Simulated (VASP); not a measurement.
Crystal: Sb.

```
Sb
1.0
     5.35559    0.00000    0.00000
    -2.67780    4.63808    0.00000
     0.00000    0.00000    3.28298
Sb
3
Direct
  0.00000 0.00000 0.00000
  0.33333 0.66667 0.50000
  0.66667 0.33333 0.50000
```

```yaml
Program: VASP 6.6.1
Task: relaxation of cell and atoms
Functional: LDA
Potentials_or_basis: VASP PAW LDA potentials, release 64 (Sb)
Cutoff: 600 eV
k_mesh: 7 × 7 × 10
Occupations: fermi-dirac, width 0.1 eV
Spin: no spin polarisation
```

At the start: pressure -3.1 GPa; volume 27.18 Å³/atom.

How do energy, volume and symmetry change on relaxing?

Over 6 steps the energy falls by 15.1 meV/atom and the volume is 25.88 Å³/atom (-4.8 %); space group P6/mmm (No. 191, to 0.05 Å).

The path:
| step | energy change (eV) | largest force (eV/Å) | pressure (GPa) | volume (Å³) |
| --- | --- | --- | --- | --- |
| 1 | 0.0000 | 0.0000 | -3.06 | 81.55 |
| 2 | -0.0285 | 0.0000 | 2.12 | 75.57 |
| 3 | -0.0410 | 0.0000 | 0.10 | 77.60 |
| 4 | -0.0437 | 0.0000 | 0.08 | 77.63 |
| 5 | -0.0453 | 0.0000 | 0.05 | 77.65 |
| 6 | -0.0453 | 0.0000 | 0.05 | 77.65 |

Final structure:
```
Sb
1.0
     5.31739    0.00000    0.00000
    -2.65870    4.60500    0.00000
     0.00000    0.00000    3.17127
Sb
3
Cartesian
  -2.6587 4.6050 3.1713
  0.0000 3.0700 1.5856
  2.6587 1.5350 1.5856
```
